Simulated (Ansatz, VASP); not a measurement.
MoS2: VASP beside Ansatz

```xyz
6
Lattice="-3.1414 0.0000 0.0000 -1.5707 -2.7206 0.0000 0.0000 0.0000 12.2788" Properties=species:S:1:pos:R:3 pbc="T T T"
Mo   -1.5707   -0.9069    3.1447
Mo   -3.1414   -1.8137    9.4341
S    -1.5707   -0.9069    7.8750
S    -3.1414   -1.8137    1.5856
S    -1.5707   -0.9069   10.9932
S    -3.1414   -1.8137    4.7038
```

Alike in both runs: task single point; functional PBEsol; k mesh 10 × 10 × 2; occupations gaussian, width 0.05 eV; no spin polarisation.

|  | VASP | Ansatz |
| --- | --- | --- |
| version | VASP 6.6.1 | Ansatz 0.2.0 |
| potentials or method | VASP PAW PBE potentials, release 64 (Mo_sv, S), cutoff 520 eV | scalar-relativistic, plane waves, PAW |
| valence electrons in the cell | 52 | 52 |

```tsv
	VASP	Ansatz	Ansatz less VASP
gap on the k mesh at the Fermi level (eV)	0.87	0.85	-0.018
least direct gap on the mesh (eV)	1.94	1.94	-0.004
pressure (GPa)	0.3	0.3	+0.01
traceless stress, the component that is largest in VASP (GPa)	0.36	0.38	+0.013
rms of the force components (eV/Å)	0.027	0.027	-0.0002
```

VASP's potentials were made for PBE, not for PBEsol. Atom by atom the forces differ by 0.000 eV/Å (rms over components).
